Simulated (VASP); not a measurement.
Zr2OsO6: single point with PBE

Zr2OsO6:

```
Zr Os O
1.0
     0.00000    3.65243    3.65243
     3.65243    0.00000    3.65243
     3.65243    3.65243    0.00000
Zr Os O
2 1 6
Direct
  0.25000 0.25000 0.25000
  0.75000 0.75000 0.75000
  0.00000 0.00000 0.00000
  0.74045 0.25955 0.25955
  0.25955 0.74045 0.74045
  0.25955 0.74045 0.25955
  0.74045 0.25955 0.74045
  0.25955 0.25955 0.74045
  0.74045 0.74045 0.25955
```

This cell differs from its parent crystal: atoms taken out.

| Item | Value |
| --- | --- |
| Program | VASP 6.6.1 |
| Task | single point |
| Functional | PBE |
| Potentials or basis | VASP PAW PBE potentials, release 64 (Zr_sv, Os, O) |
| Cutoff | 520 eV |
| k mesh | 10 × 10 × 10 |
| Occupations | gaussian, width 0.1 eV |
| Spin | no spin polarisation |

- Pressure: 2.5 GPa
- Largest force: 0.400 eV/Å
- Band gap on the k mesh: zero (bands 34 and 35 overlap by 1.91 eV)

Forces in eV/Å, atoms in the order of the input:
```
Zr   0.000  0.000  0.000
Zr   0.000  0.000  0.000
Os   0.000  0.000  0.000
O    0.400  0.000  0.000
O   -0.400  0.000  0.000
O    0.000  0.400  0.000
O    0.000 -0.400  0.000
O    0.000  0.000  0.400
O    0.000  0.000 -0.400
```

Levels at points of the mesh, in eV from the Fermi level:
```
           k point  band 31  band 32  band 33  band 34  band 35  band 36  band 37  band 38
(0.00, 0.00, 0.00)    -2.02    -2.02    -1.03    -1.03    -1.03    -0.77    -0.77     0.88
(0.50, 0.00, 0.00)    -2.04    -2.04    -0.56    -0.56    -0.13     0.84     0.84     1.56
(0.50, 0.50, 0.00)    -2.48    -2.46    -1.05     0.88     0.88     0.94     1.09     1.45
```

It took 2.3 min on 1 thread of Intel(R) Xeon(R) 6975P-C (Granite Rapids), with other jobs on the host, peak memory 0.35 GiB.

Caveat: the cell differs from its parent crystal (atoms taken out); spin-orbit coupling is left out, which moves the levels of the heavy elements.
